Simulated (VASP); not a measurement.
The system is HfO2.

```
CELL_PARAMETERS angstrom
5.15190 0.00000 0.00000
0.00000 5.22004 0.00000
-0.86435 0.00000 5.24840
ATOMIC_POSITIONS crystal
Hf 0.27550 0.46030 0.70800
Hf 0.72450 0.96030 0.79200
Hf 0.72450 0.53970 0.29200
Hf 0.27550 0.03970 0.20800
O 0.07420 0.16840 0.84670
O 0.92580 0.66840 0.65330
O 0.92580 0.83160 0.15330
O 0.07420 0.33160 0.34670
O 0.44870 0.74190 0.98010
O 0.55130 0.24190 0.51990
O 0.55130 0.25810 0.01990
O 0.44870 0.75810 0.48010
```

Program: VASP 6.6.1. Alike in all runs: task single point; no spin polarisation; cell as given; k mesh 5 × 5 × 5; cutoff (eV) 520; smearing fermi-dirac 0.05 eV.

**Question.** Order these runs on this cell by their pressure, lowest first.
A. level PBEsol+D4; potentials or basis VASP PAW PBE potentials, release 64 (Hf_pv, O)
B. level PBE; potentials or basis VASP PAW PBE potentials, release 64 (Hf_pv, O)
C. level LDA; potentials or basis VASP PAW LDA potentials, release 64 (Hf_pv, O)

**Answer.** C (-14.5 GPa), A (-10.7 GPa), B (-2.1 GPa).

Caveats: the PAW data sets were made with another functional, which shifts forces and pressure a little (some runs).
